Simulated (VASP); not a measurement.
Mn: single point with LDA

The system is Mn.

```xyz
4
Lattice="2.5277 0.0000 0.0000 -1.2639 2.1891 0.0000 0.0000 0.0000 8.1395" Properties=species:S:1:pos:R:3 pbc="T T T"
Mn    2.5277    0.0000    8.1395
Mn    1.2639    2.1891    4.0698
Mn    0.0000    1.4594    2.0349
Mn    1.2639    0.7297    6.1046
```

This cell differs from its parent crystal: volume scaled by 1.12.

```json
{"Program": "VASP 6.6.1", "Task": "single point", "Functional": "LDA", "Potentials or basis": "VASP PAW LDA potentials, release 64 (Mn_pv)", "Cutoff": "520 eV", "k mesh": "17 × 17 × 5", "Occupations": "fermi-dirac, width 0.1 eV", "Spin": "no spin polarisation", "Dipole correction": "no", "Further INCAR settings": "ALGO = Normal; EDIFF = 1e-07; NBANDS = 34"}
```

```json
{"Pressure": "-28.9 GPa", "Band gap on the k mesh": "zero (band 26 reaches 10.76 eV, above the bottom of band 27 at 8.77 eV)"}
```

Stress tensor (GPa, compression positive):
```
-28.78   0.00   0.00
  0.00 -28.78   0.00
  0.00   0.00 -29.15
```

Levels at points of the mesh, in eV from the Fermi level:
```tsv
k point	band 22	band 23	band 24	band 25	band 26	band 27	band 28	band 29	band 30	band 31
(0.00, 0.00, 0.00)	-1.10	-0.93	-0.72	-0.72	-0.65	-0.65	0.21	0.21	0.64	0.64
```

Run time: 94 s on 1 thread of Intel(R) Xeon(R) 6975P-C (Granite Rapids) (shared host), peak memory 0.21 GiB.

Caveat: the run has no spin polarisation, though such a crystal can be magnetic. Spin polarisation is off, so any magnetic state and its effect on volume and gap are missing.
